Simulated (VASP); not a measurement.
# Ir (Fm-3m) in VASP: notebook, part 2 of 2

VASP 6.6.1. Earlier steps stand in the parts before.

## Step 4: Single point, r2SCAN0

POSCAR

```
Ir
1.0
    0.0000000000      1.9228496765      1.9228496765
    1.9228496765      0.0000000000      1.9228496765
    1.9228496765      1.9228496765      0.0000000000
Ir
1
Direct
    0.0000000000      0.0000000000      0.0000000000
```

INCAR.step1

```
SYSTEM = Ir
ALGO = Normal
EDIFF = 1E-5
ENCUT = 520
GGA = PE
ISIF = 2
ISMEAR = -1
LASPH = .True.
LCHARG = .False.
LREAL = .False.
LWAVE = .True.
NBANDS = 10
NELM = 80
PREC = Accurate
SIGMA = 0.1
```

INCAR.step2

```
SYSTEM = Ir
AEXX = 0.25
ALGO = Normal
EDIFF = 1E-6
ENCUT = 520
ISIF = 2
ISMEAR = -1
ISTART = 1
LASPH = .True.
LCHARG = .False.
LHFCALC = .True.
LMIXTAU = .True.
LREAL = .False.
LWAVE = .False.
METAGGA = R2SCAN
NBANDS = 10
NELM = 80
PREC = Accurate
PRECFOCK = Normal
SIGMA = 0.1
```

KPOINTS

```
k-points
0
Gamma
  7 7 7
  0 0 0
```

Potentials or basis: VASP PAW PBE potentials, release 64 (Ir).

Launch:

```
$ cat potpaw_PBE.64/Ir/POTCAR > POTCAR
$ cp INCAR.step1 INCAR
$ mpirun -np 1 vasp_std > vasp.out
$ cp INCAR.step2 INCAR
$ mpirun -np 1 vasp_std > vasp.out
```

OUTCAR:

```text
SYSTEM = Ir
   AEXX = 0.25
   EDIFF = 1E-6
   ENCUT = 520
   ISIF = 2
   ISMEAR = -1
   ISTART = 1
   LASPH = .True.
   LHFCALC = .True.
   LREAL = .False.
   METAGGA = R2SCAN
   NELM = 80
   PREC = Accurate
   PRECFOCK = Normal

 ion  position               nearest neighbor table
   1  0.000  0.000  0.000-

  LATTYP: Found a face centered cubic cell.
 ALAT       =     3.8456993530

  Lattice vectors:

 A1 = (   0.0000000000,   1.9228496765,   1.9228496765)
 A2 = (   1.9228496765,   0.0000000000,   1.9228496765)
 A3 = (   1.9228496765,   1.9228496765,   0.0000000000)

Analysis of symmetry for initial positions (statically):
=====================================================================
 Subroutine PRICEL returns:
 Original cell was already a primitive cell.

 Routine SETGRP: Setting up the symmetry group for a
 face centered cubic supercell.

 Subroutine GETGRP returns: Found 48 space group operations
 (whereof 48 operations were pure point group operations)
 out of a pool of 48 trial point group operations.

The static configuration has the point symmetry O_h .

Analysis of symmetry for dynamics (positions and initial velocities):
[... 168 lines left out ...]
      1      -3.1401      2.00000
      2       4.8274      2.00000
      3       4.8274      2.00000
      4       4.8274      2.00000
      5       7.4357      2.00000
      6       7.4357      2.00000
      7      26.1642      0.00000
      8      32.2119      0.00000
      9      32.2119      0.00000
     10      32.2119      0.00000
[... 235 lines left out ...]
 k-point    20 :      -0.2857    0.4286    0.1429
  band No.  band energies     occupation
      1       2.0058      2.00000
      2       3.0638      2.00000
      3       4.6080      2.00000
      4       7.2665      2.00000
      5      11.5585      0.00000
      6      18.0282      0.00000
      7      20.2991      0.00000
      8      22.2288      0.00000
      9      26.2697      0.00000
     10      35.5625      0.00000

------------------------ aborting loop because EDIFF is reached ----------------------------------------

  FORCE on cell =-STRESS in cart. coord.  units (eV):
  Direction    XX          YY          ZZ          XY          YZ          ZX
  --------------------------------------------------------------------------------------
  -------------------------------------------------------------------------------------
  Total       -0.8193786     -0.8193786     -0.8193786      0.0000000     -0.0000000      0.0000000
  in kB      -92.3271047    -92.3271047    -92.3271047      0.0000000     -0.0000000      0.0000000
  external PRESSURE =     -92.3271047 kB  Pullay stress =       0.0000000 kB

 VOLUME and BASIS-vectors are now :
 -----------------------------------------------------------------------------
  energy-cutoff  :      520.00
  volume of cell :       14.22
      direct lattice vectors                 reciprocal lattice vectors
     0.000000000  1.922849677  1.922849677    -0.260030727  0.260030727  0.260030727
     1.922849677  0.000000000  1.922849677     0.260030727 -0.260030727  0.260030727
     1.922849677  1.922849677  0.000000000     0.260030727  0.260030727 -0.260030727

 POSITION                                       TOTAL-FORCE (eV/Angst)
 -----------------------------------------------------------------------------------
      0.00000      0.00000      0.00000         0.000000     -0.000000     -0.000000
 -----------------------------------------------------------------------------------
    total drift:                               -0.000000     -0.000000     -0.000000

  FREE ENERGIE OF THE ION-ELECTRON SYSTEM (eV)
  ---------------------------------------------------
  free  energy   TOTEN  =       -44.1879098004 eV

  energy  without entropy=      -44.1827282543  energy(sigma->0) =      -44.18531903
```

Run time: 15 min. Hardware: 1 thread of AMD EPYC 7R13 (Zen 3), shared host; peak memory 0.12 GiB.

Results:

```yaml
Free_energy: -44.1879 eV
Pressure: -9.2 GPa
```

Levels at points of the mesh, in eV from the Fermi level:
| k point | band 2 | band 3 | band 4 | band 5 | band 6 | band 7 |
| --- | --- | --- | --- | --- | --- | --- |
| (0.00, 0.00, 0.00) | -4.69 | -4.69 | -4.69 | -2.09 | -2.09 | 16.64 |

Caveat: the k points lie up to 0.40 Å⁻¹ apart; the PAW data sets were made with another functional, which shifts forces and pressure a little; spin-orbit coupling is left out, which moves the levels of the heavy elements.

## Step 5: Single point, r2SCAN

POSCAR

```
Ir
1.0
    0.0000000000      1.9228496764      1.9228496764
    1.9228496764      0.0000000000      1.9228496764
    1.9228496764      1.9228496764      0.0000000000
Ir
1
Direct
    0.0000000000      0.0000000000      0.0000000000
```

INCAR.step1

```
  ALGO = Normal
  EDIFF = 1E-5
  ENCUT = 550
  GGA = PE
  GGA_COMPAT = False
  ISMEAR = -1
  LASPH = True
  LCHARG = False
  LREAL = False
  LWAVE = True
  NBANDS = 14
  NELM = 120
  PREC = Accurate
  SIGMA = 0.1
```

INCAR.step2

```
  ALGO = Normal
  EDIFF = 1E-6
  ENCUT = 550
  GGA_COMPAT = False
  ISIF = 2
  ISMEAR = -1
  ISTART = 1
  LASPH = True
  LCHARG = True
  LELF = True
  LMIXTAU = True
  LREAL = False
  LVHAR = True
  LWAVE = False
  METAGGA = R2SCAN
  NBANDS = 14
  NELM = 120
  PREC = Accurate
  SIGMA = 0.1
```

KPOINTS

```
k-points
0
Gamma
  9 9 9
```

Potentials or basis: VASP PAW PBE potentials, release 64 (Ir_sv_GW).

Launch:

```
$ cat potpaw_PBE.64/Ir_sv_GW/POTCAR > POTCAR
$ cp INCAR.step1 INCAR
$ mpirun -np 1 vasp_std > vasp.out
$ cp INCAR.step2 INCAR
$ mpirun -np 1 vasp_std > vasp.out
```

It took 17 s on 1 thread of Intel Xeon 6975P-C (Granite Rapids), shared host; peak memory 0.15 GiB.

It converged, with:

```
Free energy : -52.9304 eV
Pressure    : -2.9 GPa
```

Levels at points of the mesh, in eV from the Fermi level:
```tsv
k point	band 5	band 6	band 7	band 8	band 9	band 10	band 11	band 12	band 13	band 14
(0.00, 0.00, 0.00)	-11.31	-3.83	-3.83	-3.83	-1.14	-1.14	14.43	20.19	20.19	20.19
```

Caveat: the PAW data sets were made with another functional, which shifts forces and pressure a little; spin-orbit coupling is left out, which moves the levels of the heavy elements.

## Step 6: Overview

```csv
level,potentials or basis,k mesh,cutoff (eV),grid for exact exchange (PRECFOCK),second run,gap on the mesh (eV),pressure (GPa)
r2SCAN,"VASP PAW PBE potentials, release 64 (Ir)",23 × 23 × 23,520,-,-,none,2.2
r2SCAN,"VASP PAW PBE potentials, release 64 (Ir)",7 × 7 × 7,520,-,-,none,0.9
r2SCAN0,"VASP PAW PBE potentials, release 64 (Ir)",7 × 7 × 7,520,Normal,-,none,-9.2
r2SCAN,"VASP PAW PBE potentials, release 64 (Ir_sv_GW)",9 × 9 × 9,550,-,valence_matched,none,-2.9
```

Alike in all rows: task single point; no spin polarisation; cell as given; smearing fermi-dirac 0.1 eV.

Caveats: some runs use coarse meshes; the PAW data sets were made with another functional, which shifts forces and pressure a little; spin-orbit coupling is left out, which moves the levels of the heavy elements.

Absolute energies hang on the potentials; compare differences alone.
